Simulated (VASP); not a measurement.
Wanted: the native input for a VASP 6.6.1 run.

```
Task                   : single point
Functional             : PBE
Potentials or basis    : VASP PAW PBE potentials, release 64 (Al, P)
Cutoff                 : 520 eV
k mesh                 : 6 × 4 × 4
Occupations            : gaussian, width 0.2 eV
Spin                   : no spin polarisation
Dipole correction      : no
Further INCAR settings : ALGO = Normal; EDIFF = 1e-06; NBANDS = 32
```

The structure of Al2P3 lies in POSCAR:

```
Al2P3
1.0
    0.0000000000     -3.3560786269      0.0000000000
   -6.7121572538      0.0000000000      0.0000000000
    0.0000000000      0.0000000000     -7.3896642636
Al P
4 6
Direct
    1.0000000000      1.0000000000      0.2889135391
    1.0000000000      0.5000000000      0.2889135391
    1.0000000000      1.0000000000      0.7110864609
    1.0000000000      0.5000000000      0.7110864609
    0.5000000000      0.7500000000      0.1604592390
    0.5000000000      0.2500000000      0.1604592390
    0.5000000000      0.7500000000      0.8395407610
    0.5000000000      0.2500000000      0.8395407610
    0.5000000000      0.7500000000      0.5000000000
    0.5000000000      0.2500000000      0.5000000000
```

The input as run:

INCAR

```
PREC = Accurate
ENCUT = 520
EDIFF = 1E-6
ISMEAR = 0
SIGMA = 0.2
LREAL = False
LASPH = True
NELM = 80
ALGO = Normal
ISIF = 2
LWAVE = False
LCHARG = True
GGA = PE
LELF = True
LVHAR = True
NBANDS = 32
```

KPOINTS

```
Automatic mesh
0
Gamma
  6 4 4
```

Potentials or basis: VASP PAW PBE potentials, release 64 (Al, P).

Command:

```console
$ cat potpaw_PBE.64/Al/POTCAR potpaw_PBE.64/P/POTCAR > POTCAR
$ mpirun -np 1 vasp_std > vasp.out
```

Results of the run:

```yaml
Pressure: 0.1 GPa
Largest_force: 0.140 eV/Å
Band_gap_on_the_k_mesh: zero (band 21 reaches 9.41 eV, above the bottom of band 22 at 6.10 eV)
```

Wall time 120 s on 1 thread of Intel(R) Xeon(R) 6975P-C (Granite Rapids), on a shared host, peak memory 0.33 GiB.
